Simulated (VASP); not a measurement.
# CdS (Fm-3m) in VASP: settings compared, part 2 of 2

VASP 6.6.1. Earlier steps stand in the parts before.

### Step 3. Relaxation of cell and atoms, r2SCAN+D4

Contents of POSCAR:

```
CdS
1.0
    0.0000000000      2.7532440000      2.7532440000
    2.7532440000      0.0000000000      2.7532440000
    2.7532440000      2.7532440000      0.0000000000
Cd S
1 1
Direct
    0.0000000000      0.0000000000      0.0000000000
    0.5000000000      0.5000000000      0.5000000000
```

Contents of INCAR.step1:

```
PREC     = Accurate       # precision mode
ENCUT    = 600            # plane-wave cutoff, eV
ISMEAR   = 0              # smearing method
SIGMA    = 0.01           # smearing width, eV
LREAL    = False          # projectors in reciprocal space
LASPH    = True           # aspherical terms in the spheres
NELM     = 80             # most SCF steps
GGA      = PE             # functional
ALGO     = Normal         # electronic algorithm
EDIFF    = 1E-4           # SCF threshold, eV
LWAVE    = True           # write WAVECAR
LCHARG   = False          # write CHGCAR
```

Contents of INCAR.step2:

```
PREC     = Accurate       # precision mode
ENCUT    = 600            # plane-wave cutoff, eV
EDIFF    = 1E-6           # SCF threshold, eV
ISMEAR   = 0              # smearing method
SIGMA    = 0.01           # smearing width, eV
LREAL    = False          # projectors in reciprocal space
LASPH    = True           # aspherical terms in the spheres
NELM     = 80             # most SCF steps
ALGO     = Normal         # electronic algorithm
ISIF     = 3              # what is computed and relaxed
LWAVE    = False          # write WAVECAR
LCHARG   = False          # write CHGCAR
METAGGA  = R2SCAN         # meta-GGA
LMIXTAU  = True         
IVDW     = 13             # dispersion correction
VDW_S6   = 1.0          
VDW_S8   = 0.6018749    
VDW_A1   = 0.51559235   
VDW_A2   = 5.77342911   
IBRION   = 2              # ionic algorithm
NSW      = 80             # ionic steps
EDIFFG   = -0.01          # ionic threshold
ISTART   = 1
```

Contents of KPOINTS:

```
Automatic mesh
0
Gamma
  5 5 5
```

Potentials or basis: VASP PAW PBE potentials, release 64 (Cd, S).

Run with:

```console
$ cat potpaw_PBE.64/Cd/POTCAR potpaw_PBE.64/S/POTCAR > POTCAR
$ cp INCAR.step1 INCAR
$ mpirun -np 1 vasp_std > vasp.out
$ cp INCAR.step2 INCAR
$ mpirun -np 1 vasp_std > vasp.out
```

OUTCAR:

```text
PREC = Accurate
   ENCUT = 600
   EDIFF = 1E-6
   ISMEAR = 0
   LREAL = False
   LASPH = True
   NELM = 80
   ISIF = 3
   METAGGA = R2SCAN
   IVDW = 13
   IBRION = 2
   NSW = 80
   EDIFFG = -0.01
   ISTART = 1

 ion  position               nearest neighbor table
   1  0.000  0.000  0.000-   2 2.75   2 2.75   2 2.75   2 2.75   2 2.75   2 2.75
   2  0.500  0.500  0.500-   1 2.75   1 2.75   1 2.75   1 2.75   1 2.75   1 2.75

  LATTYP: Found a face centered cubic cell.
 ALAT       =     5.5064880000

  Lattice vectors:

 A1 = (   0.0000000000,   2.7532440000,   2.7532440000)
 A2 = (   2.7532440000,   0.0000000000,   2.7532440000)
 A3 = (   2.7532440000,   2.7532440000,   0.0000000000)

Analysis of symmetry for initial positions (statically):
=====================================================================
 Subroutine PRICEL returns:
 Original cell was already a primitive cell.

 Routine SETGRP: Setting up the symmetry group for a
 face centered cubic supercell.

 Subroutine GETGRP returns: Found 48 space group operations
 (whereof 48 operations were pure point group operations)
 out of a pool of 48 trial point group operations.

The static configuration has the point symmetry O_h .

Analysis of symmetry for dynamics (positions and initial velocities):
=====================================================================
 Subroutine PRICEL returns:
 Original cell was already a primitive cell.

 Routine SETGRP: Setting up the symmetry group for a
 face centered cubic supercell.

 Subroutine GETGRP returns: Found 48 space group operations
 (whereof 48 operations were pure point group operations)
 out of a pool of 48 trial point group operations.

The dynamic configuration has the point symmetry O_h .

 Subroutine INISYM returns: Found 48 space group operations
 (whereof 48 operations are pure point group operations),
 and found     1 'primitive' translations

----------------------------------------------------------------------------------------

                                     Primitive cell

  volume of cell :      41.7411

[... 76 lines left out ...]
   NSW    =     80    number of steps for IOM
   IBRION =      2    ionic relax: 0-MD 1-quasi-New 2-CG
   NFREE  =      1    steps in history (QN), initial steepest desc. (CG)
   ISIF   =      3    stress and relaxation
   ISYM   =      2    0-nonsym 1-usesym 2-fastsym
   POTIM  = 0.5000    time-step for ionic-motion
   TEBEG  =    0.0;   TEEND  =   0.0 temperature during run
   PSTRESS=    0.0 pullay stress
   NELECT =      18.0000    total number of electrons
   NUPDOWN=      -1.0000    fix difference up-down
   EMIN   =  10.00;   EMAX   =-10.00  energy-range for DOS
   EFERMI =   0.00;   METHOD = LEGACY
   ISMEAR =     0;   SIGMA  =   0.01  broadening in eV -4-tet -1-fermi 0-gaus
   EFERMI_NEDOS =   21; number of points for ismear=-14 and -15
   IALGO  =     38    algorithm
   IMIX   =      4    mixing-type and parameters
     AMIX     =   0.40;   BMIX     =  1.00
     AMIX_MAG =   1.60;   BMIX_MAG =  1.00
  volume/ion in A,a.u.               =      20.87       140.84
  Fermi-wavevector in a.u.,A,eV,Ry     =   1.236833  2.337275 20.813583  1.529755
  Thomas-Fermi vector in A             =   2.371425
   LORBIT       =      0    0 simple, 1 ext, 2 COOP (PROOUT), +10 PAW based schemes
   METAGGA = R2SCAN    functional components
   LHFCALC =     F    Hartree Fock is set to
   AEXX    =    0.0000 exact exchange contribution
   IVDW    =    13    specifies the selected vdW correction
   LEPSILON=     F    determine dielectric tensor
   LRPA    =     F    only Hartree local field effects (RPA)
 conjugate gradient relaxation of ions
 non-spin polarized calculation
 Gauss-broadening in eV      SIGMA  =   0.01
  energy-cutoff  :      600.00
  volume of cell :       41.74
 maximum number of plane-waves:      1411
   NGX = 15   NGY = 15   NGZ = 15

--------------------------------------- Ionic step        1  -------------------------------------------

 number of electron      17.9999999 magnetization

 Free energy of the ion-electron system (eV)
  ---------------------------------------------------
  ext. energy  EPLUGINS =         0.00000000
  ---------------------------------------------------
  free energy    TOTEN  =       -29.50351349 eV

  energy without entropy =      -29.50351349  energy(sigma->0) =      -29.50351349

------------------------ aborting loop because EDIFF is reached ----------------------------------------

  DFT-D4 for vdW energy calculation

  Edisp (eV):   -0.27463
[... 71 lines left out ...]
--------------------------------------- Ionic step        3  -------------------------------------------

 number of electron      17.9999998 magnetization

 Free energy of the ion-electron system (eV)
  ---------------------------------------------------
  ext. energy  EPLUGINS =         0.00000000
  ---------------------------------------------------
  free energy    TOTEN  =       -29.50712279 eV

  energy without entropy =      -29.50712279  energy(sigma->0) =      -29.50712279

 E-fermi :   2.9177     XC(G=0): -11.0334

 val. band max:        2.8266514246   @ k =  -0.2000   0.2000   0.0000
 cond. band min:       4.0584136427   @ k =   0.4000   0.4000   0.0000
 fundamental gap:      1.2317622181
 Fermi energy:         2.9176878354

 k-point     1 :       0.0000    0.0000    0.0000
  band No.  band energies     occupation
      1     -10.5616      2.00000
      2      -5.0672      2.00000
      3      -5.0672      2.00000
      4      -5.0671      2.00000
      5      -5.0671      2.00000
      6      -5.0671      2.00000
      7       2.0436      2.00000
      8       2.0436      2.00000
      9       2.0437      2.00000
     10       4.4320      0.00000
     11      12.5457      0.00000
     12      12.5457      0.00000
     13      12.5457      0.00000
[... 175 lines left out ...]
  FREE ENERGIE OF THE ION-ELECTRON SYSTEM (eV)
  ---------------------------------------------------
  free  energy   TOTEN  =       -29.7908200744 eV

  energy  without entropy=      -29.7908200744  energy(sigma->0) =      -29.79082007

 reached required accuracy - stopping structural energy minimisation
```

OSZICAR.step1:

```text
N       E                     dE             d eps       ncg     rms          rms(c)
DAV:   1     0.117477665988E+03    0.11748E+03   -0.10170E+04   260   0.146E+03
DAV:   2    -0.180242716448E+01   -0.11928E+03   -0.11405E+03   290   0.312E+02
DAV:   3    -0.642703382186E+01   -0.46246E+01   -0.46151E+01   330   0.642E+01
DAV:   4    -0.645062876717E+01   -0.23595E-01   -0.23591E-01   285   0.471E+00
DAV:   5    -0.645090114864E+01   -0.27238E-03   -0.27238E-03   315   0.503E-01    0.713E+00
DAV:   6    -0.588174468199E+01    0.56916E+00   -0.10985E+00   299   0.141E+01    0.603E+00
DAV:   7    -0.585668439176E+01    0.25060E-01   -0.20588E-01   280   0.373E+00    0.320E+00
DAV:   8    -0.585583947570E+01    0.84492E-03   -0.20826E-02   270   0.219E+00    0.286E-01
DAV:   9    -0.585551693446E+01    0.32254E-03   -0.23786E-03   285   0.771E-01    0.730E-02
DAV:  10    -0.585557604879E+01   -0.59114E-04   -0.23589E-04   244   0.175E-01
   1 F= -.58555760E+01 E0= -.58555760E+01  d E =-.909734E-61
```

Run time: 66 s. Hardware: 1 thread of Intel Xeon 6975P-C, shared host; peak memory 0.2 GiB.

What came out:

- Free energy: -29.7908 eV
- Relaxed volume: 20.16 Å³/atom
- Relaxed cell: a = 3.849 Å, b = 3.849 Å, c = 3.849 Å, α = 60.00°, β = 60.00°, γ = 60.00°
- Space group after relaxing (to 0.05 Å): Fm-3m (No. 225)
- Energy gained by relaxing: 6.3 meV/atom
- Ionic steps: 3
- Pressure after relaxing: 0.0 GPa
- Band gap on the k mesh: 1.23 eV, indirect (least direct gap 2.39 eV)
- Dispersion energy per atom: -0.142 eV

The path:
```csv
step,energy change (eV),largest force (eV/Å),pressure (GPa),volume (Å³)
1,0.0000,0.0000,-2.74,41.74
2,-0.0094,0.0000,1.56,39.62
3,-0.0127,0.0000,0.01,40.31
```

Final structure:
```cif
data_structure
_symmetry_space_group_name_H-M 'P 1'
_symmetry_Int_Tables_number 1
_cell_length_a 3.8487
_cell_length_b 3.8487
_cell_length_c 3.8487
_cell_angle_alpha 60.000
_cell_angle_beta 60.000
_cell_angle_gamma 60.000
_cell_volume 40.31
loop_
_atom_site_label
_atom_site_type_symbol
_atom_site_fract_x
_atom_site_fract_y
_atom_site_fract_z
_atom_site_occupancy
Cd1 Cd 0.00000 0.00000 0.00000 1
S1 S 0.50000 0.50000 0.50000 1
```

Caveat: the PAW data sets were made with another functional, which shifts forces and pressure a little. r2SCAN opens gaps a little over a GGA but as a rule still falls short of measured ones.

### Step 4. Relaxation of cell and atoms, PBEsol

Contents of INCAR:

```
PREC = Accurate
ENCUT = 540
EDIFF = 1E-7
ISMEAR = 0
SIGMA = 0.01
LREAL = False
LASPH = True
NELM = 120
ALGO = Normal
ISIF = 3
LWAVE = False
LCHARG = False
GGA = PS
IBRION = 2
NSW = 80
EDIFFG = -0.01
GGA_COMPAT = False
NELMIN = 4
```

KPOINTS is that of step 3.

POSCAR is that of step 3.

Potentials or basis: VASP PAW PBE potentials, release 64 (Cd_sv_GW, S).

Run with:

```console
$ cat potpaw_PBE.64/Cd_sv_GW/POTCAR potpaw_PBE.64/S/POTCAR > POTCAR
$ mpirun -np 1 vasp_std > vasp.out
```

OUTCAR:

```text
PREC = Accurate
   ENCUT = 540
   EDIFF = 1E-7
   ISMEAR = 0
   LREAL = False
   LASPH = True
   NELM = 120
   ISIF = 3
   GGA = PS
   IBRION = 2
   NSW = 80
   EDIFFG = -0.01
   NELMIN = 4

 ion  position               nearest neighbor table
   1  0.000  0.000  0.000-
   2  0.500  0.500  0.500-

  LATTYP: Found a face centered cubic cell.
 ALAT       =     5.5064880000

  Lattice vectors:

 A1 = (   0.0000000000,   2.7532440000,   2.7532440000)
 A2 = (   2.7532440000,   0.0000000000,   2.7532440000)
 A3 = (   2.7532440000,   2.7532440000,   0.0000000000)

Analysis of symmetry for initial positions (statically):
[... 164 lines left out ...]
  FORCE on cell =-STRESS in cart. coord.  units (eV):
  Direction    XX          YY          ZZ          XY          YZ          ZX
  --------------------------------------------------------------------------------------
  -------------------------------------------------------------------------------------
  Total       -1.4012835     -1.4012835     -1.4012835      0.0000000      0.0000000     -0.0000000
  in kB      -53.7864015    -53.7864015    -53.7864015      0.0000000      0.0000000     -0.0000000
  external PRESSURE =     -53.7864015 kB  Pullay stress =       0.0000000 kB
[... 59 lines left out ...]
--------------------------------------- Ionic step        3  -------------------------------------------

 number of electron      26.0000008 magnetization

 Free energy of the ion-electron system (eV)
  ---------------------------------------------------
  ext. energy  EPLUGINS =         0.00000000
  ---------------------------------------------------
  free energy    TOTEN  =        -6.72322846 eV

  energy without entropy =       -6.72322846  energy(sigma->0) =       -6.72322846

 E-fermi :   5.3623     XC(G=0): -10.9925

 val. band max:        5.2828892198   @ k =  -0.2000   0.2000   0.0000
 cond. band min:       5.9185102974   @ k =   0.4000   0.4000   0.0000
 fundamental gap:      0.6356210776
 Fermi energy:         5.3622881609

 k-point     1 :       0.0000    0.0000    0.0000
  band No.  band energies     occupation
      1     -96.3009      2.00000
      2     -57.4008      2.00000
      3     -57.4008      2.00000
      4     -57.4008      2.00000
      5      -7.8862      2.00000
      6      -2.4557      2.00000
[... 218 lines left out ...]
  FREE ENERGIE OF THE ION-ELECTRON SYSTEM (eV)
  ---------------------------------------------------
  free  energy   TOTEN  =        -6.7232284612 eV

  energy  without entropy=       -6.7232284612  energy(sigma->0) =       -6.72322846

 reached required accuracy - stopping structural energy minimisation
```

OSZICAR:

```text
N       E                     dE             d eps       ncg     rms          rms(c)
DAV:   1     0.407835607829E+03    0.40784E+03   -0.15420E+04   348   0.205E+03
DAV:   2     0.380550705357E+02   -0.36978E+03   -0.35917E+03   341   0.685E+02
DAV:   3    -0.601541849973E+01   -0.44070E+02   -0.43589E+02   535   0.248E+02
[... 31 lines left out ...]
DAV:   5    -0.672311450741E+01   -0.18001E-03   -0.15316E-03   474   0.672E-01    0.105E-01
DAV:   6    -0.672323076046E+01   -0.11625E-03   -0.34489E-04   448   0.323E-01    0.351E-02
DAV:   7    -0.672322908370E+01    0.16768E-05   -0.52756E-05   455   0.834E-02    0.122E-02
DAV:   8    -0.672322844849E+01    0.63521E-06   -0.35162E-06   458   0.432E-02    0.292E-03
DAV:   9    -0.672322846124E+01   -0.12752E-07   -0.52949E-07   402   0.163E-02
   3 F= -.67232285E+01 E0= -.67232285E+01  d E =-.490575E-01
```

Wall time 46 s (1 thread of AMD EPYC 7R13 (Zen 3), shared host); peak memory 0.15 GiB.

What came out:

- Free energy: -6.7232 eV
- Relaxed volume: 19.50 Å³/atom
- Relaxed cell: a = 3.807 Å, b = 3.807 Å, c = 3.807 Å, α = 60.00°, β = 60.00°, γ = 60.00°
- Space group after relaxing (to 0.05 Å): Fm-3m (No. 225)
- Energy gained by relaxing: 24.5 meV/atom
- Ionic steps: 3
- Pressure after relaxing: 0.0 GPa
- Band gap on the k mesh: 0.64 eV, indirect (least direct gap 1.89 eV)

Step by step:
| step | energy change (eV) | largest force (eV/Å) | pressure (GPa) | volume (Å³) |
| --- | --- | --- | --- | --- |
| 1 | 0.0000 | 0.0000 | -5.38 | 41.74 |
| 2 | -0.0346 | 0.0000 | 3.55 | 37.65 |
| 3 | -0.0491 | 0.0000 | 0.00 | 39.00 |

Final structure:
```
Cd S
1.0
     0.00000    2.69169    2.69169
     2.69169    0.00000    2.69169
     2.69169    2.69169    0.00000
Cd S
1 1
Cartesian
  0.0000 0.0000 0.0000
  2.6917 2.6917 2.6917
```

Caveat: the PAW data sets were made with another functional, which shifts forces and pressure a little.

### Step 5. The runs side by side

```csv
level,potentials or basis,cutoff (eV),second run,gap on the mesh (eV),pressure (GPa),relaxed volume (Å³/atom)
r2SCAN,"VASP PAW PBE potentials, release 64 (Cd, S)",600,-,1.23,0.0,20.41
r2SCAN+D4,"VASP PAW PBE potentials, release 64 (Cd, S)",600,-,1.23,0.0,20.16
PBEsol,"VASP PAW PBE potentials, release 64 (Cd_sv_GW, S)",540,valence_matched,0.64,0.0,19.50
```

Alike in all rows: task relaxation of cell and atoms; no spin polarisation; cell relaxed; k mesh 5 × 5 × 5; smearing gaussian 0.01 eV.

Caveats: the PAW data sets were made with another functional, which shifts forces and pressure a little.

Absolute energies hang on the potentials; compare differences alone.
